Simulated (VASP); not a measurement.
# TiO2 (P4_2/mnm) in VASP: further runs

The runs below take TiO2 through single point, with PBE.

Everything below comes from runs of VASP 6.6.1. Logs are shortened: lines on timing, memory, paths and dates and some standing lists are left out, and cuts for length are marked.

**The experiment to reproduce.**

“Shallow Valence Band of Rutile GeO2 and P-type Doping”, 2020, arxiv:2011.08928 quotes, for a bulk crystal of TiO2 at 1.6 K: band gap 3.03 eV (direct).

The results are compared with them further down.

### Step 1. The cell of the first run

Symmetry: P4_2/mnm, No. 136, tetragonal system. The conventional cell has a = 4.460 Å, b = 4.460 Å, c = 3.212 Å, α = 90.00°, β = 90.00°, γ = 90.00°. Ti (site symmetry mmm) has 6 O at 1.92 to 2.02 Å within 2.6 Å. Within 2.6 Å of O (site symmetry m2m) lie 3 Ti at 1.92 to 2.02 Å and 1 O at 2.46 Å.

### Step 2. Single point, PBE (10.65 Å³/atom)

Input file INCAR:

```
SYSTEM = TiO2
PREC     = Accurate       ! precision mode
ENCUT    = 520            ! plane-wave cutoff, eV
EDIFF    = 1E-7           ! SCF threshold, eV
ISMEAR   = 0              ! smearing method
SIGMA    = 0.05           ! smearing width, eV
LREAL    = .FALSE.        ! projectors in reciprocal space
LASPH    = .TRUE.         ! aspherical terms in the spheres
NELM     = 80             ! most SCF steps
ALGO     = Normal         ! electronic algorithm
ISIF     = 2              ! what is computed and relaxed
LWAVE    = .FALSE.        ! write WAVECAR
LCHARG   = .FALSE.        ! write CHGCAR
GGA      = PE             ! functional
NBANDS   = 33             ! bands
```

Input file KPOINTS:

```
Automatic mesh
0
G
  8 8 10
  0 0 0
```

Input file POSCAR:

```
TiO2
1.0
    4.4604553020      0.0000000000      0.0000000000
    0.0000000000      4.4604553020      0.0000000000
    0.0000000000      0.0000000000      3.2119738630
Ti O
2 4
Direct
    0.0000000000      0.0000000000      0.0000000000
    0.5000000000      0.5000000000      0.5000000000
    0.3050970583      0.3050970583      0.0000000000
    0.1949029417      0.8050970583      0.5000000000
    0.6949029417      0.6949029417      0.0000000000
    0.8050970583      0.1949029417      0.5000000000
```

Potentials or basis: VASP PAW PBE potentials, release 64 (Ti_sv, O).

Started as:

```console
$ cat potpaw_PBE.64/Ti_sv/POTCAR potpaw_PBE.64/O/POTCAR > POTCAR
$ mpirun -np 1 vasp_std > vasp.out
```

OUTCAR:

```text
SYSTEM = TiO2
   PREC = Accurate
   ENCUT = 520
   EDIFF = 1E-7
   ISMEAR = 0
   LREAL = .FALSE.
   LASPH = .TRUE.
   NELM = 80
   ISIF = 2
   GGA = PE

 ion  position               nearest neighbor table
   1  0.000  0.000  0.000-   3 1.92   5 1.92   4 2.02   6 2.02   4 2.02   6 2.02
   2  0.500  0.500  0.500-   4 1.92   6 1.92   5 2.02   3 2.02   3 2.02   5 2.02
   3  0.305  0.305  0.000-   1 1.92   2 2.02   2 2.02
   4  0.195  0.805  0.500-   2 1.92   1 2.02   1 2.02
   5  0.695  0.695  0.000-   1 1.92   2 2.02   2 2.02
   6  0.805  0.195  0.500-   2 1.92   1 2.02   1 2.02

  LATTYP: Found a simple tetragonal cell.
 ALAT       =     4.4604553020
 C/A-ratio  =     0.7201000000

  Lattice vectors:

 A1 = (   4.4604553020,   0.0000000000,   0.0000000000)
 A2 = (   0.0000000000,   4.4604553020,   0.0000000000)
 A3 = (   0.0000000000,   0.0000000000,   3.2119738630)

Analysis of symmetry for initial positions (statically):
=====================================================================
 Subroutine PRICEL returns:
 Original cell was already a primitive cell.

 Routine SETGRP: Setting up the symmetry group for a
 simple tetragonal supercell.

 Subroutine GETGRP returns: Found 16 space group operations
 (whereof  8 operations were pure point group operations)
 out of a pool of 16 trial point group operations.

The static configuration has the point symmetry D_2h.
 The point group associated with its full space group is D_4h.

Analysis of symmetry for dynamics (positions and initial velocities):
=====================================================================
 Subroutine PRICEL returns:
 Original cell was already a primitive cell.

 Routine SETGRP: Setting up the symmetry group for a
 simple tetragonal supercell.

 Subroutine GETGRP returns: Found 16 space group operations
 (whereof  8 operations were pure point group operations)
 out of a pool of 16 trial point group operations.

The dynamic configuration has the point symmetry D_2h.
 The point group associated with its full space group is D_4h.

 Subroutine INISYM returns: Found 16 space group operations
 (whereof  8 operations are pure point group operations),
 and found     1 'primitive' translations

----------------------------------------------------------------------------------------

                                     Primitive cell

  volume of cell :      63.9043

  direct lattice vectors                    reciprocal lattice vectors
     4.460455302  0.000000000  0.000000000     0.224192360  0.000000000  0.000000000
     0.000000000  4.460455302  0.000000000     0.000000000  0.224192360  0.000000000
     0.000000000  0.000000000  3.211973863     0.000000000  0.000000000  0.311335037

  length of vectors
     4.460455302  4.460455302  3.211973863     0.224192360  0.224192360  0.311335037

  position of ions in fractional coordinates (direct lattice)
     0.000000000  0.000000000  0.000000000
     0.500000000  0.500000000  0.500000000
     0.305097058  0.305097058  0.000000000
     0.194902942  0.805097058  0.500000000
     0.694902942  0.694902942  0.000000000
     0.805097058  0.194902942  0.500000000

  ion indices of the primitive-cell ions
   primitive index   ion index
                 1           1
                 2           2
                 3           3
                 4           4
                 5           5
                 6           6

----------------------------------------------------------------------------------------

 KPOINTS: Automatic mesh

Automatic generation of k-mesh.
 Grid dimensions read from file:
 generate k-points for:    8    8   10

 Generating k-lattice:

  Cartesian coordinates                     Fractional coordinates (reciprocal lattice)
     0.028024045  0.000000000  0.000000000     0.125000000  0.000000000  0.000000000
     0.000000000  0.028024045  0.000000000     0.000000000  0.125000000  0.000000000
     0.000000000  0.000000000  0.031133504     0.000000000  0.000000000  0.100000000

  Length of vectors
     0.028024045  0.028024045  0.031133504

  Shift w.r.t. Gamma in fractional coordinates (k-lattice)
     0.000000000  0.000000000  0.000000000

 Subroutine IBZKPT returns following result:
 ===========================================

 Found     90 irreducible k-points:

 Following reciprocal coordinates:
            Coordinates               Weight
  0.000000  0.000000  0.000000      1.000000
  0.125000  0.000000  0.000000      4.000000
  0.250000  0.000000  0.000000      4.000000
  0.375000  0.000000  0.000000      4.000000
  0.500000  0.000000  0.000000      2.000000
  0.125000  0.125000  0.000000      4.000000
[... 16 lines left out ...]
  0.375000  0.125000  0.100000     16.000000
  0.500000  0.125000  0.100000      8.000000
 [... further k-points ...]
   k-points           NKPTS =     90   k-points in BZ     NKDIM =     90   number of bands    NBANDS=     33
   number of dos      NEDOS =    301   number of ions     NIONS =      6
   total plane-waves  NPLWV =  31104
   dimension x,y,z NGX =    36 NGY =   36 NGZ =   24
   dimension x,y,z NGXF=    72 NGYF=   72 NGZF=   48
   ions per type =               2   4
   NGX,Y,Z   is equivalent  to a cutoff of  13.42, 13.42, 12.42 a.u.
   NGXF,Y,Z  is equivalent  to a cutoff of  26.84, 26.84, 24.84 a.u.
 SYSTEM =  TiO2
   PREC   = accura    normal or accurate (medium, high low for compatibility)
   ISTART =      0    job   : 0-new  1-cont  2-samecut
   ICHARG =      2    charge: 1-file 2-atom 10-const
   ISPIN  =      1    spin polarized calculation?
   LNONCOLLINEAR =      F non collinear calculations
   LSORBIT =      F    spin-orbit coupling
   LASPH  =      T    aspherical Exc in radial PAW
   ENCUT  =  520.0 eV  38.22 Ry    6.18 a.u.   8.29  8.29  5.97*2*pi/ulx,y,z
   NELM   =     80;   NELMIN=  2; NELMDL= -5     # of ELM steps
   EDIFF  = 0.1E-06   stopping-criterion for ELM
   LREAL  =      F    real-space projection
   EDIFFG = 0.1E-05   stopping-criterion for IOM
   NSW    =      0    number of steps for IOM
   IBRION =     -1    ionic relax: 0-MD 1-quasi-New 2-CG
   NFREE  =      0    steps in history (QN), initial steepest desc. (CG)
   ISIF   =      2    stress and relaxation
   ISYM   =      2    0-nonsym 1-usesym 2-fastsym
   POTIM  = 0.5000    time-step for ionic-motion
   TEBEG  =    0.0;   TEEND  =   0.0 temperature during run
   PSTRESS=    0.0 pullay stress
   NELECT =      48.0000    total number of electrons
   NUPDOWN=      -1.0000    fix difference up-down
   EMIN   =  10.00;   EMAX   =-10.00  energy-range for DOS
   EFERMI =   0.00;   METHOD = LEGACY
   ISMEAR =     0;   SIGMA  =   0.05  broadening in eV -4-tet -1-fermi 0-gaus
   EFERMI_NEDOS =   21; number of points for ismear=-14 and -15
   IALGO  =     38    algorithm
   IMIX   =      4    mixing-type and parameters
     AMIX     =   0.40;   BMIX     =  1.00
     AMIX_MAG =   1.60;   BMIX_MAG =  1.00
  volume/ion in A,a.u.               =      10.65        71.87
  Fermi-wavevector in a.u.,A,eV,Ry     =   1.488145  2.812185 30.131111  2.214574
  Thomas-Fermi vector in A             =   2.601216
   LORBIT       =      0    0 simple, 1 ext, 2 COOP (PROOUT), +10 PAW based schemes
   GGA     = PE    functional components
   LHFCALC =     F    Hartree Fock is set to
   AEXX    =    0.0000 exact exchange contribution
   IVDW    =     0    specifies the selected vdW correction
   LEPSILON=     F    determine dielectric tensor
   LRPA    =     F    only Hartree local field effects (RPA)
 non-spin polarized calculation
 Gauss-broadening in eV      SIGMA  =   0.05
  energy-cutoff  :      520.00
  volume of cell :       63.90
 maximum number of plane-waves:      1748
 NGX is ok and might be reduce to    36
   NGX = 17   NGY = 17   NGZ = 11

 number of electron      47.9999953 magnetization

 Free energy of the ion-electron system (eV)
  ---------------------------------------------------
  ext. energy  EPLUGINS =         0.00000000
  ---------------------------------------------------
  free energy    TOTEN  =       -53.24320931 eV

  energy without entropy =      -53.24320931  energy(sigma->0) =      -53.24320931

 E-fermi :   5.0634     XC(G=0): -11.3249

 val. band max:        4.7267367465   @ k =   0.0000   0.0000   0.0000
 cond. band min:       6.5316649084   @ k =   0.0000   0.0000   0.0000
 fundamental gap:      1.8049281619
 Fermi energy:         5.0634115319

 k-point     1 :       0.0000    0.0000    0.0000
  band No.  band energies     occupation
      1     -52.3954      2.00000
      2     -52.3772      2.00000
      3     -28.6827      2.00000
      4     -28.6827      2.00000
      5     -28.5435      2.00000
      6     -28.5251      2.00000
[... 25 lines left out ...]
     32      10.7709      0.00000
     33      10.7709      0.00000

 k-point     2 :       0.1250    0.0000    0.0000
  band No.  band energies     occupation
      1     -52.3947      2.00000
      2     -52.3779      2.00000
      3     -28.6783      2.00000
      4     -28.6776      2.00000
      5     -28.5418      2.00000
      6     -28.5309      2.00000
[... 25 lines left out ...]
     32      10.7005      0.00000
     33      10.7203      0.00000

 k-point     3 :       0.2500    0.0000    0.0000
  band No.  band energies     occupation
      1     -52.3927      2.00000
      2     -52.3798      2.00000
      3     -28.6657      2.00000
      4     -28.6637      2.00000
      5     -28.5466      2.00000
      6     -28.5445      2.00000
[... 25 lines left out ...]
     32      10.5276      0.00000
     33      10.5846      0.00000

 k-point     4 :       0.3750    0.0000    0.0000
  band No.  band energies     occupation
      1     -52.3897      2.00000
      2     -52.3828      2.00000
      3     -28.6483      2.00000
      4     -28.6454      2.00000
      5     -28.5666      2.00000
      6     -28.5637      2.00000
[... 25 lines left out ...]
     32      10.3578      0.00000
     33      10.4171      0.00000

 k-point     5 :       0.5000    0.0000    0.0000
  band No.  band energies     occupation
      1     -52.3862      2.00000
      2     -52.3862      2.00000
      3     -28.6362      2.00000
      4     -28.6362      2.00000
      5     -28.5765      2.00000
      6     -28.5765      2.00000
[... 604 lines left out ...]
 k-point    22 :       0.2500    0.1250    0.1000
  band No.  band energies     occupation
      1     -52.3904      2.00000
      2     -52.3792      2.00000
      3     -28.6751      2.00000
      4     -28.6407      2.00000
      5     -28.5766      2.00000
      6     -28.5518      2.00000
[... 25 lines left out ...]
     32      10.1648      0.00000
     33      10.5389      0.00000

 k-point    23 :       0.3750    0.1250    0.1000
  band No.  band energies     occupation
      1     -52.3878      2.00000
      2     -52.3817      2.00000
      3     -28.6637      2.00000
      4     -28.6326      2.00000
      5     -28.5858      2.00000
      6     -28.5558      2.00000
[... 25 lines left out ...]
     32      10.2327      0.00000
     33      10.4289      0.00000

 k-point    24 :       0.5000    0.1250    0.1000
  band No.  band energies     occupation
      1     -52.3848      2.00000
      2     -52.3848      2.00000
      3     -28.6463      2.00000
      4     -28.6463      2.00000
      5     -28.5726      2.00000
      6     -28.5726      2.00000
[... 25 lines left out ...]
     32      10.1573      0.00000
     33      10.8455      0.00000

 [... further k-points ...]

------------------------ aborting loop because EDIFF is reached ----------------------------------------

  FORCE on cell =-STRESS in cart. coord.  units (eV):
  Direction    XX          YY          ZZ          XY          YZ          ZX
  --------------------------------------------------------------------------------------
  -------------------------------------------------------------------------------------
  Total        2.4399608      2.4399608     -7.7668014      0.0000000      0.0000000      0.0000000
  in kB       61.1734613     61.1734613   -194.7253072      0.0000000      0.0000000      0.0000000
  external PRESSURE =     -24.1261282 kB  Pullay stress =       0.0000000 kB

 VOLUME and BASIS-vectors are now :
 -----------------------------------------------------------------------------
  energy-cutoff  :      520.00
  volume of cell :       63.90
      direct lattice vectors                 reciprocal lattice vectors
     4.460455302  0.000000000  0.000000000     0.224192360  0.000000000  0.000000000
     0.000000000  4.460455302  0.000000000     0.000000000  0.224192360  0.000000000
     0.000000000  0.000000000  3.211973863     0.000000000  0.000000000  0.311335037

 POSITION                                       TOTAL-FORCE (eV/Angst)
 -----------------------------------------------------------------------------------
      0.00000      0.00000      0.00000         0.000000     -0.000000      0.000000
      2.23023      2.23023      1.60599         0.000000     -0.000000      0.000000
      1.36087      1.36087      0.00000        -0.008740     -0.008740      0.000000
      0.86936      3.59110      1.60599         0.008740     -0.008740      0.000000
      3.09958      3.09958      0.00000         0.008740      0.008740      0.000000
      3.59110      0.86936      1.60599        -0.008740      0.008740      0.000000
 -----------------------------------------------------------------------------------
    total drift:                               -0.000000      0.000000     -0.000000

  FREE ENERGIE OF THE ION-ELECTRON SYSTEM (eV)
  ---------------------------------------------------
  free  energy   TOTEN  =       -53.2432093136 eV

  energy  without entropy=      -53.2432093136  energy(sigma->0) =      -53.24320931
```

Run time: 4.5 min. Hardware: 1 thread of AMD EPYC 7R13 (Zen 3), shared host; peak memory 0.24 GiB.

Results:

- Free energy: -53.2432 eV
- Pressure: -2.4 GPa
- Largest force: 0.012 eV/Å
- Band gap on the k mesh: 1.80 eV

Forces in eV/Å, atoms in the order of the input:
```
Ti   0.000  0.000  0.000
Ti   0.000  0.000  0.000
O   -0.009 -0.009  0.000
O    0.009 -0.009  0.000
O    0.009  0.009  0.000
O   -0.009  0.009  0.000
```

Caveat: the stress differs along the axes, from -19 to 6 GPa.

### Step 3. Single point, PBE (10.65 Å³/atom)

Input file INCAR:

```
PREC = Accurate
ENCUT = 520
EDIFF = 1E-7
ISMEAR = 0
SIGMA = 0.05
LREAL = F
LASPH = T
NELM = 80
ALGO = Normal
ISIF = 2
LWAVE = F
LCHARG = F
GGA = PE
NBANDS = 33
```

Input file KPOINTS:

```
Automatic mesh
0
Gamma
  8 8 10
```

Changes to POSCAR since step 2:

```diff
@@ -2,5 +2,5 @@
 1.0
-    4.4604553020      0.0000000000      0.0000000000
-    0.0000000000      4.4604553020      0.0000000000
-    0.0000000000      0.0000000000      3.2119738630
+    4.5815433508      0.0000000000      0.0000000000
+    0.0000000000      4.5815433508      0.0000000000
+    0.0000000000      0.0000000000      3.0444355566
 Ti O
```

Potentials or basis: VASP PAW PBE potentials, release 64 (Ti_sv, O).

Started as:

```console
$ cat potpaw_PBE.64/Ti_sv/POTCAR potpaw_PBE.64/O/POTCAR > POTCAR
$ mpirun -np 1 vasp_std > vasp.out
```

Run time: 3.5 min. Hardware: 1 thread of AMD EPYC 7R13 (Zen 3), shared host; peak memory 0.24 GiB.

It converged, with:

```yaml
Free_energy: -53.6258 eV
Pressure: -0.8 GPa
Largest_force: 0.024 eV/Å
Band_gap_on_the_k_mesh: 1.77 eV
```

Forces in eV/Å, atoms in the order of the input:
```
Ti   0.000  0.000  0.000
Ti   0.000  0.000  0.000
O   -0.017 -0.017  0.000
O    0.017 -0.017  0.000
O    0.017  0.017  0.000
O   -0.017  0.017  0.000
```

Stress tensor (GPa, compression positive):
```
 2.34  0.00  0.00
 0.00  2.34  0.00
 0.00  0.00 -7.18
```

Levels at points of the mesh, in eV from the valence-band top:
```csv
k point,band 20,band 21,band 22,band 23,band 24,band 25,band 26,band 27,band 28,band 29
"(0.00, 0.00, 0.00)",-2.19,-0.82,-0.44,-0.44,0.00,1.77,2.10,2.18,2.27,2.27
"(0.50, 0.00, 0.00)",-3.01,-1.82,-1.82,-0.75,-0.75,2.42,2.42,2.82,2.82,3.31
"(0.50, 0.50, 0.00)",-2.08,-1.47,-1.47,-1.04,-1.04,1.83,1.83,2.30,2.30,3.56
"(0.00, 0.00, 0.50)",-2.60,-2.41,-2.41,-1.41,-1.41,2.76,2.76,2.84,2.84,3.52
"(0.50, 0.00, 0.50)",-2.42,-2.01,-2.01,-1.03,-1.03,1.80,1.80,2.80,2.80,3.73
"(0.50, 0.50, 0.50)",-2.56,-1.30,-1.30,-0.67,-0.67,2.46,2.46,2.81,2.81,3.07
```

Caveat: the stress differs along the axes, from -7 to 2 GPa.

### Step 4. Single point, PBE (10.65 Å³/atom)

Input file INCAR:

```
SYSTEM = TiO2
ALGO = Normal
EDIFF = 1E-7
ENCUT = 520
GGA = PE
ISIF = 2
ISMEAR = 0
LASPH = .TRUE.
LCHARG = .FALSE.
LREAL = .FALSE.
LWAVE = .FALSE.
NBANDS = 33
NELM = 80
PREC = Accurate
SIGMA = 0.05
```

Input file KPOINTS:

```
k-points
0
G
  8 8 10
  0 0 0
```

Changes to POSCAR since step 3:

```diff
@@ -2,5 +2,5 @@
 1.0
-    4.5815433508      0.0000000000      0.0000000000
-    0.0000000000      4.5815433508      0.0000000000
-    0.0000000000      0.0000000000      3.0444355566
+    4.8338052340      0.0000000000      0.0000000000
+    0.0000000000      4.8338052340      0.0000000000
+    0.0000000000      0.0000000000      2.7349670014
 Ti O
```

Started as:

```console
$ cat potpaw_PBE.64/Ti_sv/POTCAR potpaw_PBE.64/O/POTCAR > POTCAR
$ mpirun -np 1 vasp_std > vasp.out
```

Run time: 3.2 min. Hardware: 1 thread of AMD EPYC 7R13 (Zen 3), shared host; peak memory 0.24 GiB.

Results (log left out):

```
Free energy            : -53.0955 eV
Pressure               : 7.8 GPa
Largest force          : 0.112 eV/Å
Band gap on the k mesh : 1.91 eV (least direct gap 1.92 eV)
```

Forces on the atoms (eV/Å):
```
Ti   0.000  0.000  0.000
Ti   0.000  0.000  0.000
O   -0.079 -0.079  0.000
O    0.079 -0.079  0.000
O    0.079  0.079  0.000
O   -0.079  0.079  0.000
```

Stress tensor (GPa, compression positive):
```
-4.80  0.00  0.00
 0.00 -4.80  0.00
 0.00  0.00 32.98
```

Levels at points of the mesh, in eV from the valence-band top:
| k point | band 20 | band 21 | band 22 | band 23 | band 24 | band 25 | band 26 | band 27 | band 28 | band 29 |
| --- | --- | --- | --- | --- | --- | --- | --- | --- | --- | --- |
| (0.00, 0.00, 0.00) | -0.83 | -0.30 | -0.30 | -0.14 | 0.00 | 1.92 | 2.06 | 3.23 | 3.23 | 3.27 |
| (0.50, 0.00, 0.00) | -2.73 | -0.60 | -0.60 | -0.59 | -0.59 | 2.58 | 2.58 | 3.54 | 3.54 | 4.20 |
| (0.50, 0.50, 0.00) | -2.14 | -0.90 | -0.90 | -0.40 | -0.40 | 1.91 | 1.91 | 3.24 | 3.24 | 4.44 |
| (0.00, 0.00, 0.50) | -2.99 | -1.60 | -1.60 | -1.29 | -1.29 | 3.16 | 3.16 | 3.77 | 3.77 | 4.46 |
| (0.50, 0.00, 0.50) | -1.91 | -1.88 | -1.88 | -0.73 | -0.73 | 2.27 | 2.27 | 4.04 | 4.04 | 4.37 |
| (0.50, 0.50, 0.50) | -2.94 | -0.86 | -0.86 | -0.64 | -0.64 | 2.91 | 2.91 | 3.39 | 3.39 | 4.47 |

Caveat: the stress differs along the axes, from -5 to 33 GPa.

(Continued in part 2 of 2.)
